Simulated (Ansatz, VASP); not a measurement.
**Two plane-wave programs on GaSb**

```
CELL_PARAMETERS angstrom
0.00000 3.06588 3.24952
3.06588 0.00000 3.24952
3.06588 3.06588 0.00000
ATOMIC_POSITIONS crystal
Ga 0.00000 0.00000 0.00000
Sb 0.25000 0.25000 0.25000
```

Change from the starting cell: uniaxial_z strain +6.0%.

Alike in both runs: task single point; functional PBE; k mesh 8 × 8 × 8; occupations fermi-dirac, width 0.02 eV; no spin polarisation.

```csv
,VASP,Ansatz
version,VASP 6.6.1,Ansatz 0.2.0
potentials or method,"VASP PAW PBE potentials, release 64 (Ga_d, Sb)","plane waves, PAW"
plane-wave cutoff (eV),520,420
valence electrons in the cell,18,28
```

VASP gave:

```
pressure (GPa)                                                : -0.7
traceless stress, the component that is largest in VASP (GPa) : -1.77
```

Task: Which values does Ansatz return?

Result: Pressure (GPa): -0.8; traceless stress, the component that is largest in VASP (GPa): -1.77.

VASP's potentials hold 18 valence electrons a cell and Ansatz's 28, so a difference there can come from the potentials and not from the codes.

Spin-orbit coupling is off throughout.
